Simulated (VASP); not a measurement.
# ZnS (P1) in VASP: single point with r2SCAN

Aim: the single point of ZnS with r2SCAN.

Program: VASP 6.6.1. These are calculated values, not measurements. Logs are shortened: lines on timing, memory, paths and dates and some standing lists are left out, and cuts for length are marked.

### Step 1. The cell of the first run

The typed cell holds 8 atoms: a = 5.618 Å, b = 5.276 Å, c = 5.415 Å, α = 88.75°, β = 85.58°, γ = 91.50°.

### Step 2. Single point, r2SCAN (atoms moved at random and the cell strained at random)

POSCAR reads:

```
ZnS
1.0
    5.6132515995      0.0725451967     -0.2130356532
   -0.0725451967     -5.2752729370     -0.0599181066
    0.2130356532     -0.0599181066     -5.4107909470
Zn S
4 4
Direct
   -0.0062321685      0.4955185856      0.4994962106
    0.4923427045     -0.0115794378      0.5025265764
    0.4960405754      0.5023504004     -0.0028796459
    0.0011266569      0.0057753767      0.0086747474
    0.7595260366      0.7604681348      0.7502731094
    0.2486960515      0.2613002812      0.7563935652
    0.2677480925      0.7480795767      0.2591533859
    0.7407520511      0.2380870824      0.2263620511
```

INCAR.step1 reads:

```
PREC = Accurate
ENCUT = 520
ISMEAR = 0
SIGMA = 0.05
LREAL = F
LASPH = T
NELM = 60
NBANDS = 46
GGA = PE
ALGO = Normal
EDIFF = 1E-4
LWAVE = T
LCHARG = F
```

INCAR.step2 reads:

```
PREC = Accurate
ENCUT = 520
EDIFF = 1E-7
ISMEAR = 0
SIGMA = 0.05
LREAL = F
LASPH = T
NELM = 60
ALGO = Normal
ISIF = 2
LWAVE = F
LCHARG = T
METAGGA = R2SCAN
LMIXTAU = T
LELF = T
LVHAR = T
NBANDS = 46
ISTART = 1
```

KPOINTS reads:

```
regular mesh
0
Gamma
  4 4 4
```

Potentials or basis: VASP PAW PBE potentials, release 64 (Zn, S).

Command:

```
$ cat potpaw_PBE.64/Zn/POTCAR potpaw_PBE.64/S/POTCAR > POTCAR
$ cp INCAR.step1 INCAR
$ mpirun -np 1 vasp_std > vasp.out
$ cp INCAR.step2 INCAR
$ mpirun -np 1 vasp_std > vasp.out
```

OUTCAR:

```text
PREC = Accurate
   ENCUT = 520
   EDIFF = 1E-7
   ISMEAR = 0
   LREAL = F
   LASPH = T
   NELM = 60
   ISIF = 2
   METAGGA = R2SCAN
   ISTART = 1

 ion  position               nearest neighbor table
   1  0.994  0.496  0.499-   7 2.31   5 2.33   6 2.42   8 2.52
   2  0.492  0.988  0.503-   7 2.28   8 2.33   6 2.40   5 2.42
   3  0.496  0.502  0.997-   7 2.29   5 2.31   6 2.35   8 2.38
   4  0.001  0.006  0.009-   8 2.22   6 2.27   5 2.40   7 2.50
   5  0.760  0.760  0.750-   3 2.31   1 2.33   4 2.40   2 2.42
   6  0.249  0.261  0.756-   4 2.27   3 2.35   2 2.40   1 2.42
   7  0.268  0.748  0.259-   2 2.28   3 2.29   1 2.31   4 2.50
   8  0.741  0.238  0.226-   4 2.22   2 2.33   3 2.38   1 2.52

  LATTYP: Found a triclinic cell.
 ALAT       =     7.4775211523
 B/A-ratio  =     0.7055963955
 C/A-ratio  =     1.0829429191
 COS(alpha) =     0.0035649657
 COS(beta)  =     0.5255428492
 COS(gamma) =     0.6897586631

  Lattice vectors:

 A1 = (   0.2855808499,   5.2153548304,  -5.3508728404)
 A2 = (   0.0725451967,   5.2752729370,   0.0599181066)
 A3 = (   5.8262872527,   0.0126270901,  -5.6238266002)

Analysis of symmetry for initial positions (statically):
=====================================================================
 Subroutine PRICEL returns:
 Original cell was already a primitive cell.

 Routine SETGRP: Setting up the symmetry group for a
 triclinic supercell.

 Subroutine GETGRP returns: Found  1 space group operations
 (whereof  1 operations were pure point group operations)
 out of a pool of  2 trial point group operations.

The static configuration has the point symmetry C_1 .

Analysis of symmetry for dynamics (positions and initial velocities):
=====================================================================
 Subroutine PRICEL returns:
 Original cell was already a primitive cell.

 Routine SETGRP: Setting up the symmetry group for a
 triclinic supercell.

 Subroutine GETGRP returns: Found  1 space group operations
 (whereof  1 operations were pure point group operations)
 out of a pool of  2 trial point group operations.

The dynamic configuration has the point symmetry C_1 .

 Subroutine INISYM returns: Found  1 space group operations
 (whereof  1 operations are pure point group operations),
 and found     1 'primitive' translations

----------------------------------------------------------------------------------------

                                     Primitive cell

[... 103 lines left out ...]
   LREAL  =      F    real-space projection
   EDIFFG = 0.1E-05   stopping-criterion for IOM
   NSW    =      0    number of steps for IOM
   IBRION =     -1    ionic relax: 0-MD 1-quasi-New 2-CG
   NFREE  =      0    steps in history (QN), initial steepest desc. (CG)
   ISIF   =      2    stress and relaxation
   ISYM   =      2    0-nonsym 1-usesym 2-fastsym
   POTIM  = 0.5000    time-step for ionic-motion
   TEBEG  =    0.0;   TEEND  =   0.0 temperature during run
   PSTRESS=    0.0 pullay stress
   NELECT =      72.0000    total number of electrons
   NUPDOWN=      -1.0000    fix difference up-down
   EMIN   =  10.00;   EMAX   =-10.00  energy-range for DOS
   EFERMI =   0.00;   METHOD = LEGACY
   ISMEAR =     0;   SIGMA  =   0.05  broadening in eV -4-tet -1-fermi 0-gaus
   EFERMI_NEDOS =   21; number of points for ismear=-14 and -15
   IALGO  =     38    algorithm
   IMIX   =      4    mixing-type and parameters
     AMIX     =   0.40;   BMIX     =  1.00
     AMIX_MAG =   1.60;   BMIX_MAG =  1.00
  volume/ion in A,a.u.               =      19.99       134.91
  Fermi-wavevector in a.u.,A,eV,Ry     =   1.254703  2.371046 21.419390  1.574281
  Thomas-Fermi vector in A             =   2.388496
   LORBIT       =      0    0 simple, 1 ext, 2 COOP (PROOUT), +10 PAW based schemes
   METAGGA = R2SCAN    functional components
   LHFCALC =     F    Hartree Fock is set to
   AEXX    =    0.0000 exact exchange contribution
   IVDW    =     0    specifies the selected vdW correction
   LEPSILON=     F    determine dielectric tensor
   LRPA    =     F    only Hartree local field effects (RPA)
 non-spin polarized calculation
 Gauss-broadening in eV      SIGMA  =   0.05
  energy-cutoff  :      520.00
  volume of cell :      159.93
 maximum number of plane-waves:      4340
 NGX is ok and might be reduce to    42
   NGX = 21   NGY = 19   NGZ = 21

 number of electron      71.9999986 magnetization

 Free energy of the ion-electron system (eV)
  ---------------------------------------------------
  ext. energy  EPLUGINS =         0.00000000
  ---------------------------------------------------
  free energy    TOTEN  =       -75.00282983 eV

  energy without entropy =      -75.00282983  energy(sigma->0) =      -75.00282983

 E-fermi :   2.1259     XC(G=0): -10.2176

 val. band max:        1.8770259096   @ k =   0.0000   0.0000   0.0000
 cond. band min:       4.2003222397   @ k =   0.0000   0.0000   0.0000
 fundamental gap:      2.3232963300
 Fermi energy:         2.1259040013

 k-point     1 :       0.0000    0.0000    0.0000
  band No.  band energies     occupation
      1     -11.8842      2.00000
      2     -10.7134      2.00000
      3     -10.6365      2.00000
      4     -10.5550      2.00000
      5      -4.8144      2.00000
      6      -4.7998      2.00000
[... 1165 lines left out ...]
     45       9.3498      0.00000
     46       9.5855      0.00000

 [... further k-points ...]
[... 5 lines left out ...]
  --------------------------------------------------------------------------------------
  -------------------------------------------------------------------------------------
  Total       -2.2352495      0.1113463     -0.6160329     -1.2377660     -0.4501539      4.4358932
  in kB      -22.3925157      1.1154561     -6.1713591    -12.3998210     -4.5095989     44.4383538
  external PRESSURE =      -9.1494729 kB  Pullay stress =       0.0000000 kB

 VOLUME and BASIS-vectors are now :
 -----------------------------------------------------------------------------
  energy-cutoff  :      520.00
  volume of cell :      159.93
      direct lattice vectors                 reciprocal lattice vectors
     5.613251599  0.072545197 -0.213035653     0.178450332 -0.002534159  0.007054075
    -0.072545197 -5.275272937 -0.059918107     0.002534159 -0.189623485  0.002199632
     0.213035653 -0.059918107 -5.410790947    -0.007054075  0.002199632 -0.185117957

 POSITION                                       TOTAL-FORCE (eV/Angst)
 -----------------------------------------------------------------------------------
      5.64873     -2.57183     -2.94407        -0.158376      0.259815      0.087214
      2.79899     -5.20858     -2.88318         0.310951     -0.310883     -0.425116
      2.96038     -2.67380     -5.53098         0.214651      0.201301      0.101111
      0.00775     -0.03090     -0.04752         0.385813      0.699532      0.160873
      4.36808     -4.00153     -4.26694        -0.120093      0.062990      0.231620
      1.53818     -1.40571     -4.16133         0.243159      0.115820      0.568096
      1.50388     -3.94243     -1.50409        -0.896968     -0.133359      0.401985
      4.18898     -1.21580     -1.39687         0.020864     -0.895215     -1.125782
 -----------------------------------------------------------------------------------
    total drift:                                0.023142     -0.037617      0.023653

  FREE ENERGIE OF THE ION-ELECTRON SYSTEM (eV)
  ---------------------------------------------------
  free  energy   TOTEN  =       -75.0028298301 eV

  energy  without entropy=      -75.0028298301  energy(sigma->0) =      -75.00282983
```

OUTCAR.step1:

```text
PREC = Accurate
   ENCUT = 520
   ISMEAR = 0
   LREAL = F
[... 1426 lines left out ...]
      4.36808     -4.00153     -4.26694        -0.105319      0.016914      0.224034
      1.53818     -1.40571     -4.16133         0.251582      0.085320      0.577127
      1.50388     -3.94243     -1.50409        -0.878979     -0.157636      0.415907
      4.18898     -1.21580     -1.39687         0.005958     -0.906460     -1.095578
 -----------------------------------------------------------------------------------
    total drift:                                0.000024     -0.000407     -0.000244

  FREE ENERGIE OF THE ION-ELECTRON SYSTEM (eV)
  ---------------------------------------------------
  free  energy   TOTEN  =       -26.9744890115 eV

  energy  without entropy=      -26.9744890115  energy(sigma->0) =      -26.97448901
```

OSZICAR.step1:

```text
N       E                     dE             d eps       ncg     rms          rms(c)
DAV:   1     0.591231191386E+03    0.59123E+03   -0.33246E+04  3312   0.188E+03
DAV:   2     0.521624225809E+02   -0.53907E+03   -0.51814E+03  3320   0.435E+02
DAV:   3    -0.250059847170E+02   -0.77168E+02   -0.76014E+02  3664   0.152E+02
DAV:   4    -0.287097043836E+02   -0.37037E+01   -0.36884E+01  4036   0.335E+01
DAV:   5    -0.287688900555E+02   -0.59186E-01   -0.59161E-01  3894   0.430E+00    0.139E+01
DAV:   6    -0.269424404299E+02    0.18264E+01   -0.37378E+00  5100   0.419E+01    0.106E+01
DAV:   7    -0.270073962216E+02   -0.64956E-01   -0.39228E+00  3678   0.791E+00    0.488E+00
DAV:   8    -0.269719541979E+02    0.35442E-01   -0.25718E-01  4224   0.591E+00    0.175E+00
DAV:   9    -0.269735622742E+02   -0.16081E-02   -0.44749E-02  4270   0.396E+00    0.402E-01
DAV:  10    -0.269739242991E+02   -0.36202E-03   -0.54856E-03  4266   0.133E+00    0.236E-01
DAV:  11    -0.269743215281E+02   -0.39723E-03   -0.99405E-04  3876   0.292E-01    0.948E-02
DAV:  12    -0.269744867441E+02   -0.16522E-03   -0.38842E-04  3572   0.304E-01    0.286E-02
DAV:  13    -0.269744890115E+02   -0.22674E-05   -0.32980E-05  2130   0.148E-01
   1 F= -.26974489E+02 E0= -.26974489E+02  d E =-.111728E-13
```

Run time: 14 min. Hardware: 1 thread of Oxide Virtual Turin-like, shared host; peak memory 0.36 GiB.

What came out:

| Quantity | Value |
| --- | --- |
| Free energy | -75.0028 eV |
| Pressure | -0.9 GPa |
| Largest force | 1.438 eV/Å |
| Band gap on the k mesh | 2.32 eV |

Forces on the atoms (eV/Å):
```
Zn  -0.158  0.260  0.087
Zn   0.311 -0.311 -0.425
Zn   0.215  0.201  0.101
Zn   0.386  0.700  0.161
S   -0.120  0.063  0.232
S    0.243  0.116  0.568
S   -0.897 -0.133  0.402
S    0.021 -0.895 -1.126
```

Stress tensor (GPa, compression positive):
```
-2.24 -1.24  4.44
-1.24  0.11 -0.45
 4.44 -0.45 -0.62
```

Caveat: the cell differs from its parent crystal (atoms moved at random and the cell strained at random); the PAW data sets were made with another functional, which shifts forces and pressure a little.
